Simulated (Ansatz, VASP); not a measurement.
TaN in VASP and in Ansatz

```xyz
4
Lattice="3.0500 0.0000 0.0000 -1.5250 2.6414 0.0000 0.0000 0.0000 4.9400" Properties=species:S:1:pos:R:3 pbc="T T T"
Ta    0.0000    1.7609    0.0000
Ta    1.5250    0.8805    2.4700
N     0.0000    1.7609    1.9019
N     1.5250    0.8805    4.3719
```

Alike in both runs: task single point; functional PBE; dispersion D3(BJ); k mesh 6 × 6 × 4; occupations gaussian, width 0.1 eV; collinear spin.

|  | VASP | Ansatz |
| --- | --- | --- |
| version | VASP 6.6.1 | Ansatz 0.2.0 |
| potentials or method | VASP PAW PBE potentials, release 64 (Ta_pv, N), cutoff 600 eV | scalar-relativistic, plane waves, PAW |
| valence electrons in the cell | 32 | 36 |

|  | VASP | Ansatz | Ansatz less VASP |
| --- | --- | --- | --- |
| gap on the k mesh at the Fermi level (eV) | none | none | - |
| rms of the force components (eV/Å) | 1.314 | 1.281 | -0.0338 |
| net moment per atom (μB) | 0.00 | 0.00 | 0.000 |

Atom by atom the forces differ by 0.034 eV/Å (rms over components). A gap of «none» marks a metal or a gap that the smearing closes. VASP's potentials hold 32 valence electrons a cell and Ansatz's 36, so a difference there can come from the potentials and not from the codes. Ansatz's warnings: seeded moment not kept.

The k mesh is coarse, so the values compare programs but aren't converged. Spin-orbit coupling is off throughout.
